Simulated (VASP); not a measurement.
A run of VASP 6.6.1 is set up as follows.

File INCAR:

```
SYSTEM = In
  PREC = Accurate
  ENCUT = 520
  EDIFF = 1E-6
  ISMEAR = -1
  SIGMA = 0.1
  LREAL = .False.
  LASPH = .True.
  NELM = 80
  ALGO = Normal
  ISIF = 2
  LWAVE = .False.
  LCHARG = .False.
  GGA = PE
  NBANDS = 12
```

Contents of KPOINTS:

```
Automatic mesh
0
Gamma
  6 6 7
  0 0 0
```

The input POSCAR:

```
In
1.0
   -1.6482197047      1.6973406184      2.5249789927
    1.6973406184     -1.6482197047      2.5249789927
    1.6043570008      1.6043570008     -2.4927016059
In
1
Direct
    0.0000000000      0.0000000000      0.0000000000
```

Potentials or basis: VASP PAW PBE potentials, release 64 (In_d).

Launch:

```console
$ cat potpaw_PBE.64/In_d/POTCAR > POTCAR
$ mpirun -np 1 vasp_std > vasp.out
```

What does it give for the pressure?

-0.1 GPa.

What does it give for the band gap on the k mesh?

Zero (an odd number of electrons rules out a gap without spin polarisation).

Stress tensor (GPa, compression positive):
```
-0.81  0.20 -0.55
 0.20 -0.81 -0.55
-0.55 -0.55  1.42
```

Caveat: the k points lie up to 0.38 Å⁻¹ apart, too coarse for converged energies and pressures of a metal; spin-orbit coupling is left out, which moves the levels of the heavy elements.
